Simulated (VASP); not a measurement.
# Ag in VASP: single point with r2SCAN+rVV10

Aim: the single point of Ag with r2SCAN+rVV10.

Everything below comes from runs of VASP 6.6.1. Logs are shortened: lines on timing, memory, paths and dates and some standing lists are left out, and cuts for length are marked.

### Step 1. The cell of the first run

The cell holds a slab with vacuum, 4 atoms: a = 2.924 Å, b = 2.924 Å, c = 28.382 Å, α = 90.00°, β = 90.00°, γ = 120.00°.

### Step 2. Single point, r2SCAN+rVV10

POSCAR reads:

```
Ag
1.0
    2.9239437779      0.0000000000      0.0000000000
   -1.4619718890      2.5322095909      0.0000000000
    0.0000000000      0.0000000000     28.3821819660
Ag
4
Direct
    0.3333333333      0.6666666667      0.5330999274
    0.0000000000      1.0000000000      0.6160978075
    0.6666666667      0.3333333333      0.6981566877
    0.3333333333      0.6666666667      0.7799594662
```

INCAR.step1 reads:

```
SYSTEM = Ag
PREC     = Accurate       ! precision mode
ENCUT    = 520            ! plane-wave cutoff, eV
ISMEAR   = 1              ! smearing method
SIGMA    = 0.1            ! smearing width, eV
LREAL    = .FALSE.        ! projectors in reciprocal space
LASPH    = .TRUE.         ! aspherical terms in the spheres
NELM     = 100            ! most SCF steps
LDIPOL   = .TRUE.       
IDIPOL   = 3            
DIPOL    = 0.5 0.5 0.657
NBANDS   = 30             ! bands
GGA      = PE             ! functional
ALGO     = Normal         ! electronic algorithm
EDIFF    = 1E-4           ! SCF threshold, eV
LWAVE    = .TRUE.         ! write WAVECAR
LCHARG   = .FALSE.        ! write CHGCAR
```

INCAR.step2 reads:

```
SYSTEM = Ag
PREC     = Accurate       ! precision mode
ENCUT    = 520            ! plane-wave cutoff, eV
EDIFF    = 1E-6           ! SCF threshold, eV
ISMEAR   = 1              ! smearing method
SIGMA    = 0.1            ! smearing width, eV
LREAL    = .FALSE.        ! projectors in reciprocal space
LASPH    = .TRUE.         ! aspherical terms in the spheres
NELM     = 100            ! most SCF steps
ALGO     = Normal         ! electronic algorithm
ISIF     = 2              ! what is computed and relaxed
LWAVE    = .FALSE.        ! write WAVECAR
LCHARG   = .FALSE.        ! write CHGCAR
LDIPOL   = .TRUE.       
IDIPOL   = 3            
DIPOL    = 0.5 0.5 0.657
METAGGA  = R2SCAN         ! meta-GGA
LMIXTAU  = .TRUE.       
LUSE_VDW = .TRUE.       
IVDW_NL  = 2            
BPARAM   = 11.95        
CPARAM   = 0.0093       
NBANDS   = 30             ! bands
ISTART   = 1
```

KPOINTS reads:

```
regular mesh
0
G
  15 15 1
  0 0 0
```

Potentials or basis: VASP PAW PBE potentials, release 64 (Ag).

Run with:

```
cat potpaw_PBE.64/Ag/POTCAR > POTCAR
cp INCAR.step1 INCAR
mpirun -np 1 vasp_std > vasp.out
cp INCAR.step2 INCAR
mpirun -np 1 vasp_std > vasp.out
```

OUTCAR:

```text
SYSTEM = Ag
   PREC = Accurate
   ENCUT = 520
   EDIFF = 1E-6
   ISMEAR = 1
   LREAL = .FALSE.
   LASPH = .TRUE.
   NELM = 100
   ISIF = 2
   METAGGA = R2SCAN
   IVDW_NL = 2
   BPARAM = 11.95
   ISTART = 1

 ion  position               nearest neighbor table
   1  0.333  0.667  0.533-   2 2.90   2 2.90   2 2.90
   2  0.000  0.000  0.616-   3 2.88   3 2.88   3 2.88   1 2.90   1 2.90   1 2.90
   3  0.667  0.333  0.698-   4 2.87   4 2.87   4 2.87   2 2.88   2 2.88   2 2.88
   4  0.333  0.667  0.780-   3 2.87   3 2.87   3 2.87

  LATTYP: Found a hexagonal cell.
 ALAT       =     2.9239437779
 C/A-ratio  =     9.7068152201

  Lattice vectors:

 A1 = (   2.9239437779,   0.0000000000,   0.0000000000)
 A2 = (  -1.4619718890,   2.5322095909,   0.0000000000)
 A3 = (   0.0000000000,   0.0000000000,  28.3821819660)

Analysis of symmetry for initial positions (statically):
=====================================================================
 Subroutine PRICEL returns:
 Original cell was already a primitive cell.

 Routine SETGRP: Setting up the symmetry group for a
 hexagonal supercell.

 Subroutine GETGRP returns: Found  6 space group operations
 (whereof  6 operations were pure point group operations)
 out of a pool of 24 trial point group operations.

The static configuration has the point symmetry C_3v.

Analysis of symmetry for dynamics (positions and initial velocities):
=====================================================================
 Subroutine PRICEL returns:
 Original cell was already a primitive cell.

 Routine SETGRP: Setting up the symmetry group for a
 hexagonal supercell.

 Subroutine GETGRP returns: Found  6 space group operations
 (whereof  6 operations were pure point group operations)
 out of a pool of 24 trial point group operations.

The dynamic configuration has the point symmetry C_3v.

 Subroutine INISYM returns: Found  6 space group operations
 (whereof  6 operations are pure point group operations),
 and found     1 'primitive' translations

----------------------------------------------------------------------------------------

                                     Primitive cell

  volume of cell :     210.1428

  direct lattice vectors                    reciprocal lattice vectors
     2.923943778  0.000000000  0.000000000     0.342003840  0.197456009  0.000000000
    -1.461971889  2.532209591  0.000000000     0.000000000  0.394912018  0.000000000
     0.000000000  0.000000000 28.382181966     0.000000000  0.000000000  0.035233373

  length of vectors
     2.923943778  2.923943778 28.382181966     0.394912018  0.394912018  0.035233373

  position of ions in fractional coordinates (direct lattice)
     0.333333333  0.666666667  0.533099927
     0.000000000  0.000000000  0.616097807
     0.666666667  0.333333333  0.698156688
     0.333333333  0.666666667  0.779959466

  ion indices of the primitive-cell ions
   primitive index   ion index
                 1           1
                 2           2
                 3           3
                 4           4

----------------------------------------------------------------------------------------

 KPOINTS: regular mesh

Automatic generation of k-mesh.
 Grid dimensions read from file:
 generate k-points for:   15   15    1

 Generating k-lattice:

  Cartesian coordinates                     Fractional coordinates (reciprocal lattice)
     0.022800256  0.013163734  0.000000000     0.066666667  0.000000000  0.000000000
     0.000000000  0.026327468  0.000000000     0.000000000  0.066666667  0.000000000
     0.000000000  0.000000000  0.035233373     0.000000000  0.000000000  1.000000000

  Length of vectors
     0.026327468  0.026327468  0.035233373

  Shift w.r.t. Gamma in fractional coordinates (k-lattice)
     0.000000000  0.000000000  0.000000000

 Subroutine IBZKPT returns following result:
 ===========================================

 Found     27 irreducible k-points:

 Following reciprocal coordinates:
            Coordinates               Weight
  0.000000  0.000000  0.000000      1.000000
  0.066667 -0.000000  0.000000      6.000000
  0.133333  0.000000  0.000000      6.000000
  0.200000  0.000000  0.000000      6.000000
  0.266667  0.000000  0.000000      6.000000
  0.333333 -0.000000  0.000000      6.000000
[... 16 lines left out ...]
  0.333333  0.200000  0.000000     12.000000
  0.400000  0.200000  0.000000      6.000000
 [... further k-points ...]
   k-points           NKPTS =     27   k-points in BZ     NKDIM =     27   number of bands    NBANDS=     30
   number of dos      NEDOS =    301   number of ions     NIONS =      4
   total plane-waves  NPLWV = 124416
   dimension x,y,z NGX =    24 NGY =   24 NGZ =  216
   dimension x,y,z NGXF=    48 NGYF=   48 NGZF=  432
   ions per type =               4
   NGX,Y,Z   is equivalent  to a cutoff of  13.65, 13.65, 12.65 a.u.
   NGXF,Y,Z  is equivalent  to a cutoff of  27.29, 27.29, 25.30 a.u.
 SYSTEM =  Ag
   PREC   = accura    normal or accurate (medium, high low for compatibility)
   ISTART =      1    job   : 0-new  1-cont  2-samecut
   ICHARG =      0    charge: 1-file 2-atom 10-const
   ISPIN  =      1    spin polarized calculation?
   LNONCOLLINEAR =      F non collinear calculations
   LSORBIT =      F    spin-orbit coupling
   LASPH  =      T    aspherical Exc in radial PAW
   ENCUT  =  520.0 eV  38.22 Ry    6.18 a.u.   5.44  5.44 52.77*2*pi/ulx,y,z
   NELM   =    100;   NELMIN=  2; NELMDL=  0     # of ELM steps
   EDIFF  = 0.1E-05   stopping-criterion for ELM
   LREAL  =      F    real-space projection
   EDIFFG = 0.1E-04   stopping-criterion for IOM
   NSW    =      0    number of steps for IOM
   IBRION =     -1    ionic relax: 0-MD 1-quasi-New 2-CG
   NFREE  =      0    steps in history (QN), initial steepest desc. (CG)
   ISIF   =      2    stress and relaxation
   ISYM   =      2    0-nonsym 1-usesym 2-fastsym
   POTIM  = 0.5000    time-step for ionic-motion
   TEBEG  =    0.0;   TEEND  =   0.0 temperature during run
   PSTRESS=    0.0 pullay stress
   NELECT =      44.0000    total number of electrons
   NUPDOWN=      -1.0000    fix difference up-down
   EMIN   =  10.00;   EMAX   =-10.00  energy-range for DOS
   EFERMI =   0.00;   METHOD = LEGACY
   ISMEAR =     1;   SIGMA  =   0.10  broadening in eV -4-tet -1-fermi 0-gaus
   EFERMI_NEDOS =   21; number of points for ismear=-14 and -15
   IALGO  =     38    algorithm
   IMIX   =      4    mixing-type and parameters
     AMIX     =   0.40;   BMIX     =  1.00
     AMIX_MAG =   1.60;   BMIX_MAG =  1.00
  volume/ion in A,a.u.               =      52.54       354.53
  Fermi-wavevector in a.u.,A,eV,Ry     =   0.972122  1.837045 12.857802  0.945022
  Thomas-Fermi vector in A             =   2.102395
   LORBIT       =      0    0 simple, 1 ext, 2 COOP (PROOUT), +10 PAW based schemes
   METAGGA = R2SCAN    functional components
   LHFCALC =     F    Hartree Fock is set to
   AEXX    =    0.0000 exact exchange contribution
   IVDW_NL    =     2    kernel type
   BPARAM     =11.9500
   IVDW    =     0    specifies the selected vdW correction
   LEPSILON=     F    determine dielectric tensor
   LRPA    =     F    only Hartree local field effects (RPA)
 non-spin polarized calculation
 Methfessel and Paxton  Order N= 1 SIGMA  =   0.10
  energy-cutoff  :      520.00
  volume of cell :      210.14
 maximum number of plane-waves:      5771
 NGX is ok and might be reduce to    24
   NGX = 11   NGY = 11   NGZ =105

 dipolmoment           0.000000      0.000000      0.000850 electrons x Angstroem

 number of electron      44.0000012 magnetization

 dipolmoment           0.000000      0.000000     -0.000617 electrons x Angstroem

 Free energy of the ion-electron system (eV)
  ---------------------------------------------------
  ext. energy  EPLUGINS =         0.00000000
  ---------------------------------------------------
  free energy    TOTEN  =       -83.03051877 eV

  energy without entropy =      -83.02915464  energy(sigma->0) =      -83.03006406

 E-fermi :  -0.2079     XC(G=0):  -4.8140

 val. band max:       -0.2084140425   @ k =   0.2000   0.2000   0.0000
 cond. band min:      -0.1843855265   @ k =   0.1333   0.0667   0.0000
 fundamental gap:      0.0240285159
 Fermi energy:        -0.2079287399

 k-point     1 :       0.0000    0.0000    0.0000
  band No.  band energies     occupation
      1      -7.8148      2.00000
      2      -6.9671      2.00000
      3      -6.6536      2.00000
      4      -6.4954      2.00000
      5      -5.4219      2.00000
      6      -5.4219      2.00000
[... 22 lines left out ...]
     29       5.0414      0.00000
     30       6.2037      0.00000

 k-point     2 :       0.0667   -0.0000    0.0000
  band No.  band energies     occupation
      1      -7.6939      2.00000
      2      -6.8747      2.00000
      3      -6.5580      2.00000
      4      -6.4109      2.00000
      5      -5.4805      2.00000
      6      -5.4505      2.00000
[... 22 lines left out ...]
     29       5.1344      0.00000
     30       6.3072      0.00000

 k-point     3 :       0.1333    0.0000    0.0000
  band No.  band energies     occupation
      1      -7.3551      2.00000
      2      -6.6423      2.00000
      3      -6.3077      2.00000
      4      -6.2006      2.00000
      5      -5.6524      2.00000
      6      -5.5349      2.00000
[... 22 lines left out ...]
     29       5.4162      0.00000
     30       6.6172      0.00000

 k-point     4 :       0.2000    0.0000    0.0000
  band No.  band energies     occupation
      1      -6.9060      2.00000
      2      -6.4395      2.00000
      3      -6.1273      2.00000
      4      -6.0051      2.00000
      5      -5.7555      2.00000
      6      -5.5982      2.00000
[... 22 lines left out ...]
     29       5.8940      0.00000
     30       7.1234      0.00000

 k-point     5 :       0.2667    0.0000    0.0000
  band No.  band energies     occupation
      1      -6.6243      2.00000
      2      -6.4681      2.00000
      3      -6.2393      2.00000
      4      -6.0319      2.00000
      5      -5.8178      2.00000
      6      -5.6716      2.00000
[... 22 lines left out ...]
     29       6.5750      0.00000
     30       7.8133      0.00000
[... 526 lines left out ...]
     29       7.6728      0.00000
     30       7.9836      0.00000

 k-point    22 :       0.2667    0.2000    0.0000
  band No.  band energies     occupation
      1      -6.4145      2.00000
      2      -6.3481      2.00000
      3      -6.2271      2.00000
      4      -5.9390      2.00000
      5      -5.7529      2.00000
      6      -5.7238      2.00000
[... 22 lines left out ...]
     29       7.4706      0.00000
     30       8.0563      0.00000

 k-point    23 :       0.3333    0.2000    0.0000
  band No.  band energies     occupation
      1      -6.5090      2.00000
      2      -6.3601      2.00000
      3      -6.2996      2.00000
      4      -5.9794      2.00000
      5      -5.8171      2.00000
      6      -5.7702      2.00000
[... 22 lines left out ...]
     29       7.4852      0.00000
     30       8.2242      0.00000

 k-point    24 :       0.4000    0.2000    0.0000
  band No.  band energies     occupation
      1      -6.5441      2.00000
      2      -6.3600      2.00000
      3      -6.3278      2.00000
      4      -5.9791      2.00000
      5      -5.8795      2.00000
      6      -5.7837      2.00000
[... 22 lines left out ...]
     29       7.0940      0.00000
     30       7.9856      0.00000

 [... further k-points ...]

------------------------ aborting loop because EDIFF is reached ----------------------------------------

 vacuum level on the upper side and lower side of the slab       (xc-potential included)         0.036         0.048

  FORCE on cell =-STRESS in cart. coord.  units (eV):
  Direction    XX          YY          ZZ          XY          YZ          ZX
  --------------------------------------------------------------------------------------
  -------------------------------------------------------------------------------------
  Total       -2.2629674     -2.2629674     -0.3600296      0.0000000      0.0000000     -0.0000000
  in kB      -17.2533897    -17.2533897     -2.7449492      0.0000000      0.0000000     -0.0000000
  external PRESSURE =     -12.4172429 kB  Pullay stress =       0.0000000 kB

 VOLUME and BASIS-vectors are now :
 -----------------------------------------------------------------------------
  energy-cutoff  :      520.00
  volume of cell :      210.14
      direct lattice vectors                 reciprocal lattice vectors
     2.923943778  0.000000000  0.000000000     0.342003840  0.197456009  0.000000000
    -1.461971889  2.532209591  0.000000000     0.000000000  0.394912018  0.000000000
     0.000000000  0.000000000 28.382181966     0.000000000  0.000000000  0.035233373

 POSITION                                       TOTAL-FORCE (eV/Angst)
 -----------------------------------------------------------------------------------
     -0.00000      1.68814     15.13054        -0.000000      0.000000      0.128048
      0.00000      0.00000     17.48620         0.000000     -0.000000     -0.142847
      1.46197      0.84407     19.81521         0.000000      0.000000      0.038044
     -0.00000      1.68814     22.13695        -0.000000      0.000000     -0.023245
 -----------------------------------------------------------------------------------
    total drift:                               -0.000002      0.000001     -0.001544

  FREE ENERGIE OF THE ION-ELECTRON SYSTEM (eV)
  ---------------------------------------------------
  free  energy   TOTEN  =       -83.0305187681 eV

  energy  without entropy=      -83.0291546362  energy(sigma->0) =      -83.03006406

 vacuum level on the upper side and lower side of the slab         4.260         4.276
```

Wall time 15 min (1 thread of AMD EPYC 9R14 (Zen 4), shared host); peak memory 0.84 GiB.

What came out:

```
Free energy            : -83.0305 eV
Largest force          : 0.143 eV/Å
Band gap on the k mesh : zero (bands 22 and 23 overlap by 6.78 eV)
```

Forces in eV/Å, atoms in the order of the input:
```
Ag   0.000  0.000  0.128
Ag   0.000  0.000 -0.143
Ag   0.000  0.000  0.038
Ag   0.000  0.000 -0.023
```

Caveat: the PAW data sets were made with another functional, which shifts forces and pressure a little.
